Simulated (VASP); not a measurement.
# TaN (Fm-3m) in VASP: notebook

Aim: see how the results for TaN move with the level of theory and the settings. Levels: r2SCAN, PBE, RPBE. Tasks: single point.

Everything below comes from runs of VASP 6.6.1. Logs are shortened: lines on timing, memory, paths and dates and some standing lists are left out, and cuts for length are marked.

## 1. The cell of the first run

The structure is cubic, space group Fm-3m (No. 225). The conventional cell has a = 4.388 Å, b = 4.388 Å, c = 4.388 Å, α = 90.00°, β = 90.00°, γ = 90.00°. Ta (site symmetry m-3m) has 6 N at 2.19 Å within 2.9 Å. N (site symmetry m-3m) has 6 Ta at 2.19 Å within 2.9 Å.

## 2. Single point, r2SCAN

POSCAR reads:

```
TaN
1.0
    0.0000000000      2.1938075083      2.1938075083
    2.1938075083      0.0000000000      2.1938075083
    2.1938075083      2.1938075083      0.0000000000
Ta N
1 1
Direct
    0.5000000000      0.5000000000      0.5000000000
    0.0000000000      0.0000000000      0.0000000000
```

INCAR.step1 reads:

```
SYSTEM = TaN
  ALGO = Normal
  EDIFF = 1E-4
  ENCUT = 520
  GGA = PE
  ISMEAR = -1
  LASPH = .TRUE.
  LCHARG = .FALSE.
  LREAL = .FALSE.
  LWAVE = .TRUE.
  NBANDS = 15
  NELM = 100
  PREC = Accurate
  SIGMA = 0.05
```

INCAR.step2 reads:

```
SYSTEM = TaN
  ALGO = Normal
  EDIFF = 1E-7
  ENCUT = 520
  ISIF = 2
  ISMEAR = -1
  ISTART = 1
  LASPH = .TRUE.
  LCHARG = .TRUE.
  LELF = .TRUE.
  LMIXTAU = .TRUE.
  LREAL = .FALSE.
  LVHAR = .TRUE.
  LWAVE = .FALSE.
  METAGGA = R2SCAN
  NBANDS = 15
  NELM = 100
  PREC = Accurate
  SIGMA = 0.05
```

KPOINTS reads:

```
k-points
0
G
  10 10 10
  0 0 0
```

Potentials or basis: VASP PAW PBE potentials, release 64 (Ta_pv, N).

On the command line:

```console
$ cat potpaw_PBE.64/Ta_pv/POTCAR potpaw_PBE.64/N/POTCAR > POTCAR
$ cp INCAR.step1 INCAR
$ mpirun -np 1 vasp_std > vasp.out
$ cp INCAR.step2 INCAR
$ mpirun -np 1 vasp_std > vasp.out
```

OUTCAR:

```text
SYSTEM = TaN
   EDIFF = 1E-7
   ENCUT = 520
   ISIF = 2
   ISMEAR = -1
   ISTART = 1
   LASPH = .TRUE.
   LREAL = .FALSE.
   METAGGA = R2SCAN
   NELM = 100
   PREC = Accurate

 ion  position               nearest neighbor table
   1  0.500  0.500  0.500-   2 2.19   2 2.19   2 2.19   2 2.19   2 2.19   2 2.19
   2  0.000  0.000  0.000-   1 2.19   1 2.19   1 2.19   1 2.19   1 2.19   1 2.19

  LATTYP: Found a face centered cubic cell.
 ALAT       =     4.3876150166

  Lattice vectors:

 A1 = (   0.0000000000,   2.1938075083,   2.1938075083)
 A2 = (   2.1938075083,   0.0000000000,   2.1938075083)
 A3 = (   2.1938075083,   2.1938075083,   0.0000000000)

Analysis of symmetry for initial positions (statically):
=====================================================================
 Subroutine PRICEL returns:
 Original cell was already a primitive cell.

 Routine SETGRP: Setting up the symmetry group for a
 face centered cubic supercell.

 Subroutine GETGRP returns: Found 48 space group operations
 (whereof 48 operations were pure point group operations)
 out of a pool of 48 trial point group operations.

The static configuration has the point symmetry O_h .

Analysis of symmetry for dynamics (positions and initial velocities):
=====================================================================
 Subroutine PRICEL returns:
 Original cell was already a primitive cell.

 Routine SETGRP: Setting up the symmetry group for a
 face centered cubic supercell.

 Subroutine GETGRP returns: Found 48 space group operations
 (whereof 48 operations were pure point group operations)
 out of a pool of 48 trial point group operations.

The dynamic configuration has the point symmetry O_h .

 Subroutine INISYM returns: Found 48 space group operations
 (whereof 48 operations are pure point group operations),
 and found     1 'primitive' translations

----------------------------------------------------------------------------------------

                                     Primitive cell

  volume of cell :      21.1167

  direct lattice vectors                    reciprocal lattice vectors
     0.000000000  2.193807508  2.193807508    -0.227914253  0.227914253  0.227914253
     2.193807508  0.000000000  2.193807508     0.227914253 -0.227914253  0.227914253
     2.193807508  2.193807508  0.000000000     0.227914253  0.227914253 -0.227914253

  length of vectors
     3.102512331  3.102512331  3.102512331     0.394759066  0.394759066  0.394759066

  position of ions in fractional coordinates (direct lattice)
     0.500000000  0.500000000  0.500000000
     0.000000000  0.000000000  0.000000000

  ion indices of the primitive-cell ions
   primitive index   ion index
                 1           1
                 2           2

----------------------------------------------------------------------------------------

 KPOINTS: k-points

Automatic generation of k-mesh.
 Grid dimensions read from file:
 generate k-points for:   10   10   10

 Generating k-lattice:

  Cartesian coordinates                     Fractional coordinates (reciprocal lattice)
    -0.022791425  0.022791425  0.022791425     0.100000000  0.000000000  0.000000000
     0.022791425 -0.022791425  0.022791425     0.000000000  0.100000000  0.000000000
     0.022791425  0.022791425 -0.022791425     0.000000000  0.000000000  0.100000000

  Length of vectors
     0.039475907  0.039475907  0.039475907

  Shift w.r.t. Gamma in fractional coordinates (k-lattice)
     0.000000000  0.000000000  0.000000000

 Subroutine IBZKPT returns following result:
 ===========================================

 Found     47 irreducible k-points:

 Following reciprocal coordinates:
            Coordinates               Weight
  0.000000  0.000000  0.000000      1.000000
  0.100000  0.000000  0.000000      8.000000
  0.200000  0.000000  0.000000      8.000000
  0.300000  0.000000  0.000000      8.000000
  0.400000  0.000000  0.000000      8.000000
  0.500000  0.000000  0.000000      4.000000
[... 16 lines left out ...]
  0.300000  0.300000  0.000000      6.000000
  0.400000  0.300000  0.000000     24.000000
 [... further k-points ...]
   k-points           NKPTS =     47   k-points in BZ     NKDIM =     47   number of bands    NBANDS=     15
   number of dos      NEDOS =    301   number of ions     NIONS =      2
   total plane-waves  NPLWV =  13824
   dimension x,y,z NGX =    24 NGY =   24 NGZ =   24
   dimension x,y,z NGXF=    48 NGYF=   48 NGZF=   48
   ions per type =               1   1
   NGX,Y,Z   is equivalent  to a cutoff of  12.86, 12.86, 12.86 a.u.
   NGXF,Y,Z  is equivalent  to a cutoff of  25.72, 25.72, 25.72 a.u.
 SYSTEM =  TaN
   PREC   = accura    normal or accurate (medium, high low for compatibility)
   ISTART =      1    job   : 0-new  1-cont  2-samecut
   ICHARG =      0    charge: 1-file 2-atom 10-const
   ISPIN  =      1    spin polarized calculation?
   LNONCOLLINEAR =      F non collinear calculations
   LSORBIT =      F    spin-orbit coupling
   LASPH  =      T    aspherical Exc in radial PAW
   ENCUT  =  520.0 eV  38.22 Ry    6.18 a.u.   5.77  5.77  5.77*2*pi/ulx,y,z
   NELM   =    100;   NELMIN=  2; NELMDL=  0     # of ELM steps
   EDIFF  = 0.1E-06   stopping-criterion for ELM
   LREAL  =      F    real-space projection
   EDIFFG = 0.1E-05   stopping-criterion for IOM
   NSW    =      0    number of steps for IOM
   IBRION =     -1    ionic relax: 0-MD 1-quasi-New 2-CG
   NFREE  =      0    steps in history (QN), initial steepest desc. (CG)
   ISIF   =      2    stress and relaxation
   ISYM   =      2    0-nonsym 1-usesym 2-fastsym
   POTIM  = 0.5000    time-step for ionic-motion
   TEBEG  =    0.0;   TEEND  =   0.0 temperature during run
   PSTRESS=    0.0 pullay stress
   NELECT =      16.0000    total number of electrons
   NUPDOWN=      -1.0000    fix difference up-down
   EMIN   =  10.00;   EMAX   =-10.00  energy-range for DOS
   EFERMI =   0.00;   METHOD = LEGACY
   ISMEAR =    -1;   SIGMA  =   0.05  broadening in eV -4-tet -1-fermi 0-gaus
   EFERMI_NEDOS =   21; number of points for ismear=-14 and -15
   IALGO  =     38    algorithm
   IMIX   =      4    mixing-type and parameters
     AMIX     =   0.40;   BMIX     =  1.00
     AMIX_MAG =   1.60;   BMIX_MAG =  1.00
  volume/ion in A,a.u.               =      10.56        71.25
  Fermi-wavevector in a.u.,A,eV,Ry     =   1.492472  2.820364 30.306622  2.227474
  Thomas-Fermi vector in A             =   2.604996
   LORBIT       =      0    0 simple, 1 ext, 2 COOP (PROOUT), +10 PAW based schemes
   METAGGA = R2SCAN    functional components
   LHFCALC =     F    Hartree Fock is set to
   AEXX    =    0.0000 exact exchange contribution
   IVDW    =     0    specifies the selected vdW correction
   LEPSILON=     F    determine dielectric tensor
   LRPA    =     F    only Hartree local field effects (RPA)
 non-spin polarized calculation
  energy-cutoff  :      520.00
  volume of cell :       21.12
 maximum number of plane-waves:       588
   NGX = 11   NGY = 11   NGZ = 11

 number of electron      16.0000002 magnetization

 Free energy of the ion-electron system (eV)
  ---------------------------------------------------
  ext. energy  EPLUGINS =         0.00000000
  ---------------------------------------------------
  free energy    TOTEN  =       -59.63788390 eV

  energy without entropy =      -59.63225670  energy(sigma->0) =      -59.63507030

 E-fermi :   9.7168     XC(G=0): -14.5031

 val. band max:        9.6086558837   @ k =  -0.2000   0.2000   0.0000
 cond. band min:       9.7540588799   @ k =  -0.3000   0.3000   0.1000
 fundamental gap:      0.1454029961
 Fermi energy:         9.7168242847

 k-point     1 :       0.0000    0.0000    0.0000
  band No.  band energies     occupation
      1     -27.4590      2.00000
      2     -27.4590      2.00000
      3     -27.4590      2.00000
      4     -10.3751      2.00000
      5       5.5351      2.00000
      6       5.5351      2.00000
      7       5.5351      2.00000
      8       7.5019      2.00000
      9       7.5019      2.00000
     10       7.5019      2.00000
     11       9.8165      0.23975
     12       9.8165      0.23975
     13      11.5329      0.00000
     14      19.2399      0.00000
     15      19.6690      0.00000

 k-point     2 :       0.1000    0.0000    0.0000
  band No.  band energies     occupation
      1     -27.5521      2.00000
      2     -27.4671      2.00000
      3     -27.4671      2.00000
      4     -10.1291      2.00000
      5       4.4149      2.00000
      6       4.7794      2.00000
      7       4.7794      2.00000
      8       7.8710      2.00000
      9       7.8710      2.00000
     10       7.9415      2.00000
     11      10.7578      0.00000
     12      10.7578      0.00000
     13      12.2526      0.00000
     14      19.2397      0.00000
     15      20.4186      0.00000

 k-point     3 :       0.2000    0.0000    0.0000
  band No.  band energies     occupation
      1     -27.7881      2.00000
      2     -27.4882      2.00000
      3     -27.4882      2.00000
      4      -9.4600      2.00000
      5       2.5168      2.00000
      6       3.5459      2.00000
      7       3.5459      2.00000
      8       8.5300      2.00000
      9       8.7162      2.00000
     10       8.7162      2.00000
     11      12.7254      0.00000
     12      12.7254      0.00000
     13      13.7687      0.00000
     14      19.2394      0.00000
     15      22.1200      0.00000
[... 343 lines left out ...]
 k-point    23 :       0.3000    0.3000    0.0000
  band No.  band energies     occupation
      1     -27.9906      2.00000
      2     -27.6534      2.00000
      3     -27.6534      2.00000
      4      -8.9495      2.00000
      5       1.0434      2.00000
      6       4.4223      2.00000
      7       4.4223      2.00000
      8       4.9548      2.00000
      9      11.0956      0.00000
     10      12.1718      0.00000
     11      12.1718      0.00000
     12      12.9266      0.00000
     13      18.5709      0.00000
     14      19.2400      0.00000
     15      23.5132      0.00000

 k-point    24 :       0.4000    0.3000    0.0000
  band No.  band energies     occupation
      1     -28.0960      2.00000
      2     -27.7113      2.00000
      3     -27.6842      2.00000
      4      -8.8189      2.00000
      5       1.2700      2.00000
      6       3.4456      2.00000
      7       4.1003      2.00000
      8       5.6221      2.00000
      9      11.9728      0.00000
     10      12.6818      0.00000
     11      12.7710      0.00000
     12      13.8945      0.00000
     13      18.6629      0.00000
     14      19.2414      0.00000
     15      21.1459      0.00000

 [... further k-points ...]

------------------------ aborting loop because EDIFF is reached ----------------------------------------

  FORCE on cell =-STRESS in cart. coord.  units (eV):
  Direction    XX          YY          ZZ          XY          YZ          ZX
  --------------------------------------------------------------------------------------
  -------------------------------------------------------------------------------------
  Total        0.5232646      0.5232646      0.5232646     -0.0000000      0.0000000      0.0000000
  in kB       39.7014551     39.7014551     39.7014551     -0.0000000      0.0000000      0.0000000
  external PRESSURE =      39.7014551 kB  Pullay stress =       0.0000000 kB

 VOLUME and BASIS-vectors are now :
 -----------------------------------------------------------------------------
  energy-cutoff  :      520.00
  volume of cell :       21.12
      direct lattice vectors                 reciprocal lattice vectors
     0.000000000  2.193807508  2.193807508    -0.227914253  0.227914253  0.227914253
     2.193807508  0.000000000  2.193807508     0.227914253 -0.227914253  0.227914253
     2.193807508  2.193807508  0.000000000     0.227914253  0.227914253 -0.227914253

 POSITION                                       TOTAL-FORCE (eV/Angst)
 -----------------------------------------------------------------------------------
      2.19381      2.19381      2.19381         0.000000      0.000000      0.000000
      0.00000      0.00000      0.00000        -0.000000     -0.000000     -0.000000
 -----------------------------------------------------------------------------------
    total drift:                                0.000000     -0.000000     -0.000000

  FREE ENERGIE OF THE ION-ELECTRON SYSTEM (eV)
  ---------------------------------------------------
  free  energy   TOTEN  =       -59.6378838983 eV

  energy  without entropy=      -59.6322566985  energy(sigma->0) =      -59.63507030
```

Run time: 31 s. Hardware: 1 thread of Intel Xeon Platinum 8488C (Sapphire Rapids), shared host; peak memory 0.15 GiB.

Results:

* Free energy: -59.6379 eV
* Pressure: 4.0 GPa
* Band gap on the k mesh: zero (band 8 reaches 11.63 eV, above the bottom of band 9 at 7.50 eV)

Levels at points of the mesh, in eV from the Fermi level:
```
           k point  band 6  band 7  band 8  band 9  band 10  band 11
(0.00, 0.00, 0.00)   -4.18   -4.18   -2.21   -2.21    -2.21     0.10
(0.50, 0.00, 0.00)   -8.07   -8.07    1.92    1.92     2.07     4.08
(0.50, 0.50, 0.00)   -5.70   -5.04   -5.04    2.20     3.55     3.55
```

Caveat: the PAW data sets were made with another functional, which shifts forces and pressure a little; spin-orbit coupling is left out, which moves the levels of the heavy elements.

## 3. Single point, PBE

This run uses another cell than the first one, of 10.81 Å³/atom, 1.024 times its volume.

INCAR reads:

```
  PREC = Accurate
  ENCUT = 520
  EDIFF = 1E-6
  ISMEAR = 0
  SIGMA = 0.03
  LREAL = False
  LASPH = True
  NELM = 100
  ALGO = Normal
  ISIF = 2
  LWAVE = False
  LCHARG = False
  GGA = PE
  NBANDS = 15
```

KPOINTS reads:

```
Automatic mesh
0
Gamma
  10 10 10
```

POSCAR reads:

```
TaN
1.0
    0.0000000000      2.2113230000      2.2113230000
    2.2113230000      0.0000000000      2.2113230000
    2.2113230000      2.2113230000      0.0000000000
Ta N
1 1
Direct
    0.5000000000      0.5000000000      0.5000000000
    0.0000000000      0.0000000000      0.0000000000
```

Potentials or basis: VASP PAW PBE potentials, release 64 (Ta_pv, N).

On the command line:

```console
$ cat potpaw_PBE.64/Ta_pv/POTCAR potpaw_PBE.64/N/POTCAR > POTCAR
$ mpirun -np 1 vasp_std > vasp.out
```

It took 6.3 s on 1 thread of AMD EPYC 9R45 (Zen 5), shared host; peak memory 0.12 GiB.

It converged, with:

```
Free energy            : -21.8391 eV
Pressure               : -0.6 GPa
Band gap on the k mesh : zero (band 8 reaches 11.20 eV, above the bottom of band 9 at 7.29 eV)
```

Levels at points of the mesh, in eV from the Fermi level:
| k point | band 4 | band 5 | band 6 | band 7 | band 8 | band 9 | band 10 | band 11 | band 12 | band 13 |
| --- | --- | --- | --- | --- | --- | --- | --- | --- | --- | --- |
| (0.00, 0.00, 0.00) | -18.76 | -3.81 | -3.81 | -3.81 | -2.12 | -2.12 | -2.12 | 0.00 | 0.00 | 1.33 |
| (0.50, 0.00, 0.00) | -15.84 | -10.28 | -7.50 | -7.50 | 1.79 | 1.79 | 1.89 | 3.72 | 7.30 | 7.30 |
| (0.50, 0.50, 0.00) | -17.51 | -6.65 | -5.41 | -4.64 | -4.64 | 2.00 | 3.39 | 3.39 | 4.30 | 6.57 |

Caveat: spin-orbit coupling is left out, which moves the levels of the heavy elements.

## 4. Single point, PBE

This run uses another cell than the first one, of 10.81 Å³/atom, 1.024 times its volume.

INCAR reads:

```
SYSTEM = TaN
PREC     = Accurate       ! precision mode
ENCUT    = 520            ! plane-wave cutoff, eV
EDIFF    = 1E-6           ! SCF threshold, eV
ISMEAR   = 0              ! smearing method
SIGMA    = 0.016          ! smearing width, eV
LREAL    = .FALSE.        ! projectors in reciprocal space
LASPH    = .TRUE.         ! aspherical terms in the spheres
NELM     = 80             ! most SCF steps
ALGO     = Normal         ! electronic algorithm
ISIF     = 2              ! what is computed and relaxed
LWAVE    = .FALSE.        ! write WAVECAR
LCHARG   = .FALSE.        ! write CHGCAR
GGA      = PE             ! functional
NBANDS   = 15             ! bands
```

KPOINTS reads:

```
Automatic mesh
0
G
  10 10 10
  0 0 0
```

POSCAR is that of step 3.

On the command line:

```console
$ cat potpaw_PBE.64/Ta_pv/POTCAR potpaw_PBE.64/N/POTCAR > POTCAR
$ mpirun -np 1 vasp_std > vasp.out
```

Wall time 6.6 s (1 thread of AMD EPYC 9R45 (Zen 5), shared host); peak memory 0.12 GiB.

It converged, with:

```
Free energy            : -21.8387 eV
Pressure               : -0.6 GPa
Band gap on the k mesh : zero (band 8 reaches 11.20 eV, above the bottom of band 9 at 7.29 eV)
```

Levels at points of the mesh, in eV from the Fermi level:
| k point | band 4 | band 5 | band 6 | band 7 | band 8 | band 9 | band 10 | band 11 | band 12 | band 13 |
| --- | --- | --- | --- | --- | --- | --- | --- | --- | --- | --- |
| (0.00, 0.00, 0.00) | -18.77 | -3.82 | -3.82 | -3.82 | -2.12 | -2.12 | -2.12 | 0.00 | 0.00 | 1.32 |
| (0.50, 0.00, 0.00) | -15.85 | -10.29 | -7.51 | -7.51 | 1.79 | 1.79 | 1.88 | 3.71 | 7.30 | 7.30 |
| (0.50, 0.50, 0.00) | -17.52 | -6.66 | -5.41 | -4.64 | -4.64 | 2.00 | 3.38 | 3.38 | 4.30 | 6.56 |

Caveat: spin-orbit coupling is left out, which moves the levels of the heavy elements.

## 5. Single point, RPBE

This run uses another cell than the first one, of 10.81 Å³/atom, 1.024 times its volume.

INCAR reads:

```
SYSTEM = TaN
PREC = Accurate ; ENCUT = 520
EDIFF = 1E-6 ; ISMEAR = -1
SIGMA = 0.05 ; LREAL = .FALSE.
LASPH = .TRUE. ; NELM = 100
ALGO = Normal ; ISIF = 2
LWAVE = .FALSE. ; LCHARG = .FALSE.
GGA = RP ; NBANDS = 15
```

KPOINTS is that of step 4.

POSCAR is that of step 4.

On the command line:

```console
$ cat potpaw_PBE.64/Ta_pv/POTCAR potpaw_PBE.64/N/POTCAR > POTCAR
$ mpirun -np 1 vasp_std > vasp.out
```

Run time: 6.8 s. Hardware: 1 thread of AMD EPYC 9R45 (Zen 5), shared host; peak memory 0.12 GiB.

It converged, with:

| Quantity | Value |
| --- | --- |
| Free energy | -20.7953 eV |
| Pressure | 4.0 GPa |
| Band gap on the k mesh | zero (band 8 reaches 11.31 eV, above the bottom of band 9 at 7.41 eV) |

Levels at points of the mesh, in eV from the Fermi level:
| k point | band 4 | band 5 | band 6 | band 7 | band 8 | band 9 | band 10 | band 11 | band 12 | band 13 |
| --- | --- | --- | --- | --- | --- | --- | --- | --- | --- | --- |
| (0.00, 0.00, 0.00) | -18.82 | -3.81 | -3.81 | -3.81 | -2.09 | -2.09 | -2.09 | 0.04 | 0.04 | 1.32 |
| (0.50, 0.00, 0.00) | -15.92 | -10.27 | -7.48 | -7.48 | 1.82 | 1.82 | 1.92 | 3.71 | 7.34 | 7.34 |
| (0.50, 0.50, 0.00) | -17.58 | -6.66 | -5.38 | -4.64 | -4.64 | 2.04 | 3.41 | 3.41 | 4.31 | 6.63 |

Caveat: the PAW data sets were made with another functional, which shifts forces and pressure a little; spin-orbit coupling is left out, which moves the levels of the heavy elements.

(Continued in part 2 of 2.)
